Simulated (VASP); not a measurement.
The system is Ni.

```xyz
1
Lattice="0.0000 1.5340 1.5340 1.5340 0.0000 1.5340 1.5340 1.5340 0.0000" Properties=species:S:1:pos:R:3 pbc="T T T"
Ni    0.0000    0.0000    0.0000
```

This cell differs from its parent crystal: volume scaled by 0.66.

Base run:

| Property | Result |
| --- | --- |
| Program | VASP 6.6.1 |
| Functional | LDA |
| Potentials or basis | VASP PAW LDA potentials, release 64 (Ni) |
| Cutoff | 520 eV |
| k mesh | 16 × 16 × 16 |
| Occupations | fermi-dirac, width 0.1 eV |
| Spin | no spin polarisation |

Its results: pressure 182.5 GPa.

Q: The run is repeated on the same cell with these changes: spin from no spin polarisation to collinear spin, ferromagnetic start; further incar settings from ALGO = Normal; EDIFF = 1e-06; NBANDS = 11 to ALGO = Normal; EDIFF = 1e-07; NBANDS = 15. What comes out?

A: Pressure 183.4 GPa; net moment 0.41 μB per cell; site moments Ni +0.40 μB.
